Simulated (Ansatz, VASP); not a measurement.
**Two plane-wave programs on Sb**

```
Sb
1.0
     2.16847    1.25196    3.78289
    -2.16847    1.25196    3.78289
     0.00000   -2.50393    3.78289
Sb
2
Direct
  0.76651 0.76651 0.76651
  0.23349 0.23349 0.23349
```

Alike in both runs: task single point; functional r2SCAN; k mesh 8 × 8 × 8; occupations fermi-dirac, width 0.05 eV; no spin polarisation.

|  | VASP | Ansatz |
| --- | --- | --- |
| version | VASP 6.6.1 | Ansatz 0.2.0 |
| potentials or method | VASP PAW PBE potentials, release 64 (Sb) | Ansatz PAW |
| plane-wave cutoff (eV) | 520 | 500 |
| valence electrons in the cell | 10 | 30 |

```tsv
	VASP	Ansatz	Ansatz less VASP
gap on the k mesh at the Fermi level (eV)	none	none	-
pressure (GPa)	0.6	0.5	-0.10
rms of the force components (eV/Å)	0.036	0.064	+0.0277
```

VASP's potentials were made for PBE, not for r2SCAN. Atom by atom the forces differ by 0.028 eV/Å (rms over components). A gap of «none» marks a metal or a gap that the smearing closes. The functional is the same, so the differences come from potentials, cutoffs and numerics. VASP's potentials hold 10 valence electrons a cell and Ansatz's 30, so a difference there can come from the potentials and not from the codes.

Spin-orbit coupling is off throughout.
